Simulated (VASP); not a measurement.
# W (Fm-3m) in VASP: further runs, part 2 of 2

VASP 6.6.1. The steps go on from the part before.

### Step 4. Single point, PBEsol (strain +0.040 along x and y, +0.040 along z)

File INCAR:

```
  PREC = Accurate
  ENCUT = 520
  EDIFF = 1E-6
  ISMEAR = 0
  SIGMA = 0.15
  LREAL = False
  LASPH = True
  NELM = 100
  ALGO = Fast
  ISIF = 2
  LWAVE = False
  LCHARG = False
  GGA = PS
  NBANDS = 13
```

File KPOINTS:

```
regular mesh
0
Gamma
  20 20 20
```

File POSCAR:

```
W
1.0
    0.0000000000      2.1112000000      2.1112000000
    2.1112000000      0.0000000000      2.1112000000
    2.1112000000      2.1112000000      0.0000000000
W
1
Direct
    0.0000000000      0.0000000000      0.0000000000
```

Potentials or basis: VASP PAW PBE potentials, release 64 (W_sv).

Run with:

```bash
> cat potpaw_PBE.64/W_sv/POTCAR > POTCAR
> mpirun -np 1 vasp_std > vasp.out
```

OUTCAR:

```text
PREC = Accurate
   ENCUT = 520
   EDIFF = 1E-6
   ISMEAR = 0
   LREAL = False
   LASPH = True
   NELM = 100
   ISIF = 2
   GGA = PS

 ion  position               nearest neighbor table
   1  0.000  0.000  0.000-

  LATTYP: Found a face centered cubic cell.
 ALAT       =     4.2224000000

  Lattice vectors:

 A1 = (   0.0000000000,   2.1112000000,   2.1112000000)
 A2 = (   2.1112000000,   0.0000000000,   2.1112000000)
 A3 = (   2.1112000000,   2.1112000000,   0.0000000000)

Analysis of symmetry for initial positions (statically):
=====================================================================
 Subroutine PRICEL returns:
 Original cell was already a primitive cell.

 Routine SETGRP: Setting up the symmetry group for a
 face centered cubic supercell.

 Subroutine GETGRP returns: Found 48 space group operations
 (whereof 48 operations were pure point group operations)
 out of a pool of 48 trial point group operations.

The static configuration has the point symmetry O_h .

Analysis of symmetry for dynamics (positions and initial velocities):
=====================================================================
 Subroutine PRICEL returns:
 Original cell was already a primitive cell.

 Routine SETGRP: Setting up the symmetry group for a
 face centered cubic supercell.

 Subroutine GETGRP returns: Found 48 space group operations
 (whereof 48 operations were pure point group operations)
 out of a pool of 48 trial point group operations.

The dynamic configuration has the point symmetry O_h .

 Subroutine INISYM returns: Found 48 space group operations
 (whereof 48 operations are pure point group operations),
 and found     1 'primitive' translations

----------------------------------------------------------------------------------------

                                     Primitive cell

  volume of cell :      18.8199

[... 109 lines left out ...]
  Thomas-Fermi vector in A             =   2.597026
   LORBIT       =      0    0 simple, 1 ext, 2 COOP (PROOUT), +10 PAW based schemes
   GGA     = PS    functional components
   LHFCALC =     F    Hartree Fock is set to
   AEXX    =    0.0000 exact exchange contribution
   IVDW    =     0    specifies the selected vdW correction
   LEPSILON=     F    determine dielectric tensor
   LRPA    =     F    only Hartree local field effects (RPA)
 non-spin polarized calculation
 RMM-DIIS sequential band-by-band and
 Gauss-broadening in eV      SIGMA  =   0.15
  energy-cutoff  :      520.00
  volume of cell :       18.82
 maximum number of plane-waves:       532
 NGX is ok and might be reduce to    24
   NGX = 11   NGY = 11   NGZ = 11

 number of electron      14.0000002 magnetization

 Free energy of the ion-electron system (eV)
  ---------------------------------------------------
  ext. energy  EPLUGINS =         0.00000000
  ---------------------------------------------------
  free energy    TOTEN  =       -12.96460239 eV

  energy without entropy =      -12.94703088  energy(sigma->0) =      -12.95581663

 E-fermi :   8.5483     XC(G=0): -12.8086

 val. band max:        8.5363278140   @ k =  -0.1000   0.1000   0.0000
 cond. band min:       8.5495488388   @ k =  -0.4000   0.1500   0.0000
 fundamental gap:      0.0132210249
 Fermi energy:         8.5482694996

 k-point     1 :       0.0000    0.0000    0.0000
  band No.  band energies     occupation
      1     -65.3801      2.00000
      2     -29.1390      2.00000
      3     -29.1390      2.00000
      4     -29.1390      2.00000
      5       0.2667      2.00000
      6       8.1171      1.99995
      7       8.1171      1.99995
      8       8.1171      1.99995
      9      10.6637      0.00000
     10      10.6637      0.00000
     11      21.1705      0.00000
     12      25.6924      0.00000
     13      25.6924      0.00000
[... 354 lines left out ...]
  band No.  band energies     occupation
      1     -65.3325      2.00000
      2     -29.7361      2.00000
      3     -29.2411      2.00000
      4     -29.2173      2.00000
      5       3.4384      2.00000
      6       7.6641      2.00000
      7       8.0930      1.99998
      8       8.2075      1.99869
      9      11.5920      0.00000
     10      12.2838      0.00000
     11      18.7834      0.00000
     12      22.0695      0.00000
     13      26.7332      0.00000

 [... further k-points ...]
[... 5 lines left out ...]
  --------------------------------------------------------------------------------------
  -------------------------------------------------------------------------------------
  Total       -4.1095166     -4.1095166     -4.1095166      0.0000000     -0.0000000      0.0000000
  in kB     -349.8510561   -349.8510561   -349.8510561      0.0000000     -0.0000000      0.0000000
  external PRESSURE =    -349.8510561 kB  Pullay stress =       0.0000000 kB

 VOLUME and BASIS-vectors are now :
 -----------------------------------------------------------------------------
  energy-cutoff  :      520.00
  volume of cell :       18.82
      direct lattice vectors                 reciprocal lattice vectors
     0.000000000  2.111200000  2.111200000    -0.236832133  0.236832133  0.236832133
     2.111200000  0.000000000  2.111200000     0.236832133 -0.236832133  0.236832133
     2.111200000  2.111200000  0.000000000     0.236832133  0.236832133 -0.236832133

 POSITION                                       TOTAL-FORCE (eV/Angst)
 -----------------------------------------------------------------------------------
      0.00000      0.00000      0.00000         0.000000      0.000000      0.000000
 -----------------------------------------------------------------------------------
    total drift:                                0.000000      0.000000      0.000000

  FREE ENERGIE OF THE ION-ELECTRON SYSTEM (eV)
  ---------------------------------------------------
  free  energy   TOTEN  =       -12.9646023860 eV

  energy  without entropy=      -12.9470308759  energy(sigma->0) =      -12.95581663
```

It took 59 s on 1 thread of Intel Xeon 8259CL, shared host; peak memory 0.18 GiB.

What came out:

```yaml
Free_energy: -12.9646 eV
Pressure: -35.0 GPa
Band_gap_on_the_k_mesh: zero (bands 7 and 8 overlap by 2.86 eV)
```

Caveat: the cell differs from its parent crystal (strain +0.040 along x and y, +0.040 along z); the cell stands under tension; the PAW data sets were made with another functional, which shifts forces and pressure a little; spin-orbit coupling is left out, which moves the levels of the heavy elements.

### Step 5. The runs side by side

```csv
cell,gap on the mesh (eV),pressure (GPa)
"a = 2.641 Å, angles 60.0°, 1 atom",none,93.7
"a = 2.756 Å, angles 60.0°, 1 atom",none,27.5
"a = 2.986 Å, angles 60.0°, 1 atom",none,-35.0
```

Alike in all rows: task single point; level PBEsol; potentials or basis VASP PAW PBE potentials, release 64 (W_sv); no spin polarisation; k mesh 20 × 20 × 20; cutoff (eV) 520; smearing gaussian 0.15 eV.

Caveats: the PAW data sets were made with another functional, which shifts forces and pressure a little; spin-orbit coupling is left out, which moves the levels of the heavy elements; the cell stands under pressure (at least some runs); the cell stands under tension (at least some runs).

Total energies depend on the potentials used, so only differences within one code and one set of settings carry meaning.
